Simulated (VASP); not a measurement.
# In3Se (Pm-3m) in VASP: further runs

Runs on In3Se. Level: PBE. Tasks: single point.

All numbers are computed with VASP 6.6.1; they aren't measurements. Logs are shortened: lines on timing, memory, paths and dates and some standing lists are left out, and cuts for length are marked.

## Step 1: The cell of the first run

The structure is cubic, space group Pm-3m (No. 221). Conventional cell: a = 4.861 Å, b = 4.861 Å, c = 4.861 Å, α = 90.00°, β = 90.00°, γ = 90.00°. Within 4.5 Å of In (site symmetry 4/mmm) lie 8 In at 3.44 Å and 4 Se at 3.44 Å. Within 4.5 Å of Se (site symmetry m-3m) lie 12 In at 3.44 Å.

## Step 2: Single point, PBE (strained)

INCAR

```
PREC = Accurate ; ENCUT = 520
EDIFF = 1E-6 ; ISMEAR = 0
SIGMA = 0.1 ; LREAL = False
LASPH = True ; NELM = 80
ALGO = Normal ; ISIF = 2
LWAVE = False ; LCHARG = True
GGA = PE ; LELF = True
LVHAR = True ; NBANDS = 30
```

KPOINTS

```
Automatic mesh
0
Gamma
  10 10 10
```

POSCAR

```
In3Se
1.0
    4.8613550584      0.0000000000      0.0000000000
    0.0000000000      4.8613550584      0.0000000000
    0.0000000000      0.0000000000      4.8613550584
In Se
3 1
Direct
    0.0000000000      0.5000000000      0.5000000000
    0.5000000000      0.0000000000      0.5000000000
    0.5000000000      0.5000000000      0.0000000000
    0.0000000000      0.0000000000      0.0000000000
```

Potentials or basis: VASP PAW PBE potentials, release 64 (In_d, Se).

Started as:

```console
$ cat potpaw_PBE.64/In_d/POTCAR potpaw_PBE.64/Se/POTCAR > POTCAR
$ mpirun -np 1 vasp_std > vasp.out
```

OUTCAR:

```text
PREC = Accurate
   ENCUT = 520
   EDIFF = 1E-6
   ISMEAR = 0
   LREAL = False
   LASPH = True
   NELM = 80
   ISIF = 2
   GGA = PE

 ion  position               nearest neighbor table
   1  0.000  0.500  0.500-   2 3.44   3 3.44   3 3.44   2 3.44   2 3.44   3 3.44   3 3.44   2 3.44

   2  0.500  0.000  0.500-   1 3.44   3 3.44   3 3.44   1 3.44   3 3.44   3 3.44   1 3.44   1 3.44

   3  0.500  0.500  0.000-   1 3.44   2 3.44   1 3.44   2 3.44   2 3.44   2 3.44   1 3.44   1 3.44

   4  0.000  0.000  0.000-

  LATTYP: Found a simple cubic cell.
 ALAT       =     4.8613550584

  Lattice vectors:

 A1 = (   4.8613550584,   0.0000000000,   0.0000000000)
 A2 = (   0.0000000000,   4.8613550584,   0.0000000000)
 A3 = (   0.0000000000,   0.0000000000,   4.8613550584)

Analysis of symmetry for initial positions (statically):
=====================================================================
 Subroutine PRICEL returns:
 Original cell was already a primitive cell.

 Routine SETGRP: Setting up the symmetry group for a
 simple cubic supercell.

 Subroutine GETGRP returns: Found 48 space group operations
 (whereof 48 operations were pure point group operations)
 out of a pool of 48 trial point group operations.

The static configuration has the point symmetry O_h .

Analysis of symmetry for dynamics (positions and initial velocities):
=====================================================================
 Subroutine PRICEL returns:
 Original cell was already a primitive cell.

 Routine SETGRP: Setting up the symmetry group for a
 simple cubic supercell.

 Subroutine GETGRP returns: Found 48 space group operations
 (whereof 48 operations were pure point group operations)
 out of a pool of 48 trial point group operations.

The dynamic configuration has the point symmetry O_h .

 Subroutine INISYM returns: Found 48 space group operations
 (whereof 48 operations are pure point group operations),
 and found     1 'primitive' translations

----------------------------------------------------------------------------------------

                                     Primitive cell

  volume of cell :     114.8873

  direct lattice vectors                    reciprocal lattice vectors
     4.861355058  0.000000000  0.000000000     0.205703963  0.000000000  0.000000000
     0.000000000  4.861355058  0.000000000     0.000000000  0.205703963  0.000000000
     0.000000000  0.000000000  4.861355058     0.000000000  0.000000000  0.205703963

  length of vectors
[... 81 lines left out ...]
   LNONCOLLINEAR =      F non collinear calculations
   LSORBIT =      F    spin-orbit coupling
   LASPH  =      T    aspherical Exc in radial PAW
   ENCUT  =  520.0 eV  38.22 Ry    6.18 a.u.   9.04  9.04  9.04*2*pi/ulx,y,z
   NELM   =     80;   NELMIN=  2; NELMDL= -5     # of ELM steps
   EDIFF  = 0.1E-05   stopping-criterion for ELM
   LREAL  =      F    real-space projection
   EDIFFG = 0.1E-04   stopping-criterion for IOM
   NSW    =      0    number of steps for IOM
   IBRION =     -1    ionic relax: 0-MD 1-quasi-New 2-CG
   NFREE  =      0    steps in history (QN), initial steepest desc. (CG)
   ISIF   =      2    stress and relaxation
   ISYM   =      2    0-nonsym 1-usesym 2-fastsym
   POTIM  = 0.5000    time-step for ionic-motion
   TEBEG  =    0.0;   TEEND  =   0.0 temperature during run
   PSTRESS=    0.0 pullay stress
   NELECT =      45.0000    total number of electrons
   NUPDOWN=      -1.0000    fix difference up-down
   EMIN   =  10.00;   EMAX   =-10.00  energy-range for DOS
   EFERMI =   0.00;   METHOD = LEGACY
   ISMEAR =     0;   SIGMA  =   0.10  broadening in eV -4-tet -1-fermi 0-gaus
   EFERMI_NEDOS =   21; number of points for ismear=-14 and -15
   IALGO  =     38    algorithm
   IMIX   =      4    mixing-type and parameters
     AMIX     =   0.40;   BMIX     =  1.00
     AMIX_MAG =   1.60;   BMIX_MAG =  1.00
  volume/ion in A,a.u.               =      28.72       193.82
  Fermi-wavevector in a.u.,A,eV,Ry     =   1.197811  2.263535 19.520978  1.434751
  Thomas-Fermi vector in A             =   2.333716
   LORBIT       =      0    0 simple, 1 ext, 2 COOP (PROOUT), +10 PAW based schemes
   GGA     = PE    functional components
   LHFCALC =     F    Hartree Fock is set to
   AEXX    =    0.0000 exact exchange contribution
   IVDW    =     0    specifies the selected vdW correction
   LEPSILON=     F    determine dielectric tensor
   LRPA    =     F    only Hartree local field effects (RPA)
 non-spin polarized calculation
 Gauss-broadening in eV      SIGMA  =   0.10
  energy-cutoff  :      520.00
  volume of cell :      114.89
 maximum number of plane-waves:      3136
   NGX = 19   NGY = 19   NGZ = 19

 number of electron      44.9999975 magnetization

 Free energy of the ion-electron system (eV)
  ---------------------------------------------------
  ext. energy  EPLUGINS =         0.00000000
  ---------------------------------------------------
  free energy    TOTEN  =       -11.66296267 eV

  energy without entropy =      -11.65328957  energy(sigma->0) =      -11.65812612

 E-fermi :   5.5730     XC(G=0):  -9.5765

 val. band max:        5.5695397331   @ k =   0.5000   0.4000   0.1000
 cond. band min:       5.6361165858   @ k =   0.5000   0.1000   0.0000
 fundamental gap:      0.0665768528
 Fermi energy:         5.5729820245

 k-point     1 :       0.0000    0.0000    0.0000
  band No.  band energies     occupation
      1      -9.1670      2.00000
      2      -9.1670      2.00000
      3      -9.1670      2.00000
      4      -9.1638      2.00000
      5      -9.0576      2.00000
      6      -9.0576      2.00000
[... 781 lines left out ...]
     29      10.2621      0.00000
     30      12.1723      0.00000

 [... further k-points ...]
[... 5 lines left out ...]
  --------------------------------------------------------------------------------------
  -------------------------------------------------------------------------------------
  Total       -0.9981269     -0.9981269     -0.9981269      0.0000000      0.0000000     -0.0000000
  in kB      -13.9195216    -13.9195216    -13.9195216      0.0000000      0.0000000     -0.0000000
  external PRESSURE =     -13.9195216 kB  Pullay stress =       0.0000000 kB

 VOLUME and BASIS-vectors are now :
 -----------------------------------------------------------------------------
  energy-cutoff  :      520.00
  volume of cell :      114.89
      direct lattice vectors                 reciprocal lattice vectors
     4.861355058  0.000000000  0.000000000     0.205703963  0.000000000  0.000000000
     0.000000000  4.861355058  0.000000000     0.000000000  0.205703963  0.000000000
     0.000000000  0.000000000  4.861355058     0.000000000  0.000000000  0.205703963

 POSITION                                       TOTAL-FORCE (eV/Angst)
 -----------------------------------------------------------------------------------
      0.00000      2.43068      2.43068         0.000000      0.000000      0.000000
      2.43068      0.00000      2.43068         0.000000      0.000000      0.000000
      2.43068      2.43068      0.00000         0.000000      0.000000      0.000000
      0.00000      0.00000      0.00000         0.000000      0.000000      0.000000
 -----------------------------------------------------------------------------------
    total drift:                                0.000000      0.000000      0.000000

  FREE ENERGIE OF THE ION-ELECTRON SYSTEM (eV)
  ---------------------------------------------------
  free  energy   TOTEN  =       -11.6629626729 eV

  energy  without entropy=      -11.6532895679  energy(sigma->0) =      -11.65812612
```

OSZICAR:

```text
N       E                     dE             d eps       ncg     rms          rms(c)
DAV:   1     0.404137919155E+03    0.40414E+03   -0.21181E+04  3360   0.184E+03
DAV:   2     0.296151230748E+02   -0.37452E+03   -0.36603E+03  3378   0.444E+02
DAV:   3    -0.101435302681E+02   -0.39759E+02   -0.38571E+02  4224   0.159E+02
DAV:   4    -0.119545671748E+02   -0.18110E+01   -0.18062E+01  3860   0.356E+01
DAV:   5    -0.120306409756E+02   -0.76074E-01   -0.76068E-01  4762   0.657E+00    0.387E+00
DAV:   6    -0.116637804692E+02    0.36686E+00   -0.11924E+00  5036   0.767E+00    0.220E+00
DAV:   7    -0.116669166386E+02   -0.31362E-02   -0.16706E-01  3852   0.179E+00    0.935E-01
DAV:   8    -0.116635981009E+02    0.33185E-02   -0.13957E-02  4728   0.675E-01    0.240E-01
DAV:   9    -0.116629487669E+02    0.64933E-03   -0.47420E-03  4630   0.364E-01    0.108E-01
DAV:  10    -0.116629476017E+02    0.11652E-05   -0.63560E-04  4488   0.200E-01    0.315E-02
DAV:  11    -0.116629627362E+02   -0.15134E-04   -0.95815E-05  4338   0.538E-02    0.111E-02
DAV:  12    -0.116629626043E+02    0.13186E-06   -0.11935E-05  4176   0.212E-02    0.782E-03
DAV:  13    -0.116629626729E+02   -0.68598E-07   -0.39330E-07  2282   0.457E-03
   1 F= -.11662963E+02 E0= -.11658126E+02  d E =-.967311E-02
```

stdout:

```text
POSCAR found type information on POSCAR InSe
 POSCAR found :  2 types and       4 ions
 scaLAPACK will be used
 LDA part: xc-table for (Slater+PW92), standard interpolation
 POSCAR, INCAR and KPOINTS ok, starting setup
 FFT: planning ... GRIDC
 FFT: planning ... GRID_SOFT
 FFT: planning ... GRID
 WAVECAR not read
 entering main loop
```

Run time: 2.7 min. Hardware: 1 thread of Intel Xeon Platinum 8488C (Sapphire Rapids), shared host; peak memory 0.3 GiB.

Results:

* Free energy: -11.6630 eV
* Pressure: -1.4 GPa

Caveat: the cell differs from its parent crystal (strained); spin-orbit coupling is left out, which moves the levels of the heavy elements.

## Step 3: Single point, PBE (strained)

INCAR

```
SYSTEM = In3Se
ALGO = Normal
EDIFF = 1E-7
ENCUT = 520
GGA = PE
ISIF = 2
ISMEAR = 0
LASPH = .True.
LCHARG = .True.
LELF = .True.
LREAL = .False.
LVHAR = .True.
LWAVE = .False.
NBANDS = 30
NELM = 100
PREC = Accurate
SIGMA = 0.1
```

KPOINTS

```
k-points
0
Gamma
  10 10 10
  0 0 0
```

POSCAR

```
In3Se
1.0
    4.9205853946      0.0000000000      0.0000000000
    0.0000000000      4.9205853946      0.0000000000
    0.0000000000      0.0000000000      4.9205853946
In Se
3 1
Direct
    0.0000000000      0.5000000000      0.5000000000
    0.5000000000      0.0000000000      0.5000000000
    0.5000000000      0.5000000000      0.0000000000
    0.0000000000      0.0000000000      0.0000000000
```

Potentials or basis: VASP PAW PBE potentials, release 64 (In_d, Se).

Started as:

```console
$ cat potpaw_PBE.64/In_d/POTCAR potpaw_PBE.64/Se/POTCAR > POTCAR
$ mpirun -np 1 vasp_std > vasp.out
```

Wall time 3.4 min (1 thread of Intel Xeon Platinum 8488C (Sapphire Rapids), shared host); peak memory 0.34 GiB.

It converged, with:

```yaml
Free_energy: -11.6147 eV
Pressure: -2.3 GPa
```

Levels at points of the mesh, in eV from the Fermi level:
```csv
k point,band 18,band 19,band 20,band 21,band 22,band 23,band 24,band 25,band 26,band 27
"(0.00, 0.00, 0.00)",-2.93,-2.93,-2.93,-2.34,-2.34,1.11,1.11,1.11,4.05,4.05
"(0.50, 0.00, 0.00)",-4.84,-2.19,-2.19,-1.89,-0.95,0.03,0.03,1.53,3.41,3.58
"(0.50, 0.50, 0.00)",-5.57,-5.43,-1.75,-0.75,-0.75,-0.70,1.24,1.83,1.83,1.83
"(0.50, 0.50, 0.50)",-4.27,-4.27,-3.74,-3.74,-3.74,-2.90,2.82,2.82,2.82,7.48
```

Caveat: the cell differs from its parent crystal (strained); spin-orbit coupling is left out, which moves the levels of the heavy elements.

## Step 4: Single point, PBE (strained)

INCAR

```
PREC = Accurate
ENCUT = 520
EDIFF = 1E-6
ISMEAR = 0
SIGMA = 0.1
LREAL = False
LASPH = True
NELM = 60
ALGO = Normal
ISIF = 2
LWAVE = False
LCHARG = True
GGA = PE
LELF = True
LVHAR = True
NBANDS = 30
```

KPOINTS

```
regular mesh
0
Gamma
  10 10 10
```

POSCAR

```
In3Se
1.0
    4.9218343716      0.0000000000      0.0000000000
    0.0000000000      4.9218343716      0.0000000000
    0.0000000000      0.0000000000      4.9218343716
In Se
3 1
Direct
    0.0000000000      0.5000000000      0.5000000000
    0.5000000000      0.0000000000      0.5000000000
    0.5000000000      0.5000000000      0.0000000000
    0.0000000000      0.0000000000      0.0000000000
```

Started as:

```console
$ cat potpaw_PBE.64/In_d/POTCAR potpaw_PBE.64/Se/POTCAR > POTCAR
$ mpirun -np 1 vasp_std > vasp.out
```

Run time: 3.8 min. Hardware: 1 thread of Intel Xeon Platinum 8488C (Sapphire Rapids), shared host; peak memory 0.34 GiB.

It converged, with:

* Free energy: -11.6135 eV
* Pressure: -2.3 GPa

Levels at points of the mesh, in eV from the Fermi level:
| k point | band 19 | band 20 | band 21 | band 22 | band 23 | band 24 | band 25 | band 26 |
| --- | --- | --- | --- | --- | --- | --- | --- | --- |
| (0.00, 0.00, 0.00) | -2.92 | -2.92 | -2.34 | -2.34 | 1.11 | 1.11 | 1.11 | 4.04 |
| (0.50, 0.00, 0.00) | -2.19 | -2.19 | -1.89 | -0.95 | 0.03 | 0.03 | 1.53 | 3.40 |
| (0.50, 0.50, 0.00) | -5.43 | -1.75 | -0.75 | -0.75 | -0.70 | 1.23 | 1.83 | 1.83 |
| (0.50, 0.50, 0.50) | -4.27 | -3.74 | -3.74 | -3.74 | -2.90 | 2.81 | 2.81 | 2.81 |

Caveat: the cell differs from its parent crystal (strained); spin-orbit coupling is left out, which moves the levels of the heavy elements.

## Step 5: Summary

```csv
cell,gap on the mesh (eV),pressure (GPa)
"a = 4.861 Å, 4 atoms",none,-1.4
"a = 4.921 Å, 4 atoms",none,-2.3
"a = 4.922 Å, 4 atoms",none,-2.3
```

Alike in all rows: task single point; level PBE; potentials or basis VASP PAW PBE potentials, release 64 (In_d, Se); no spin polarisation; k mesh 10 × 10 × 10; cutoff (eV) 520; smearing gaussian 0.1 eV.

Caveats: spin-orbit coupling is left out, which moves the levels of the heavy elements.

Absolute energies hang on the potentials; compare differences alone.
